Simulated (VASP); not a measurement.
Here is a VASP 6.6.1 calculation.

File POSCAR:

```
ZnO
1.0
    0.0000000000      2.1337703828      2.1337703828
    2.1337703828      0.0000000000      2.1337703828
    2.1337703828      2.1337703828      0.0000000000
Zn O
1 1
Direct
    0.0000000000      0.0000000000      0.0000000000
    0.5000000000      0.5000000000      0.5000000000
```

The input INCAR.step1:

```
PREC = Accurate
ENCUT = 520
EDIFF = 1E-5
ISMEAR = 0
SIGMA = 0.001
LREAL = False
LASPH = True
NELM = 80
ALGO = Normal
ISIF = 2
LWAVE = True
LCHARG = False
NBANDS = 16
GGA = PE
```

File INCAR.step2:

```
PREC = Accurate
ENCUT = 520
EDIFF = 1E-7
ISMEAR = 0
SIGMA = 0.001
LREAL = False
LASPH = True
NELM = 80
ALGO = Normal
ISIF = 2
LWAVE = False
LCHARG = False
GGA = PE
LHFCALC = True
HFSCREEN = 0.2079
PRECFOCK = Normal
NBANDS = 16
ISTART = 1
```

File KPOINTS:

```
Automatic mesh
0
Gamma
  4 4 4
```

Potentials or basis: VASP PAW PBE potentials, release 64 (Zn, O).

Run with:

```console
$ cat potpaw_PBE.64/Zn/POTCAR potpaw_PBE.64/O/POTCAR > POTCAR
$ cp INCAR.step1 INCAR
$ mpirun -np 1 vasp_std > vasp.out
$ cp INCAR.step2 INCAR
$ mpirun -np 1 vasp_std > vasp.out
```

Task: What does it give for the band gap on the k mesh?

Result: 2.70 eV, indirect (least direct gap 3.94 eV).

Task: Predict the pressure.

Result: 2.4 GPa.

Caveat: the k points lie up to 0.64 Å⁻¹ apart; the PAW data sets were made with another functional, which shifts forces and pressure a little. A k mesh can miss the band edges.
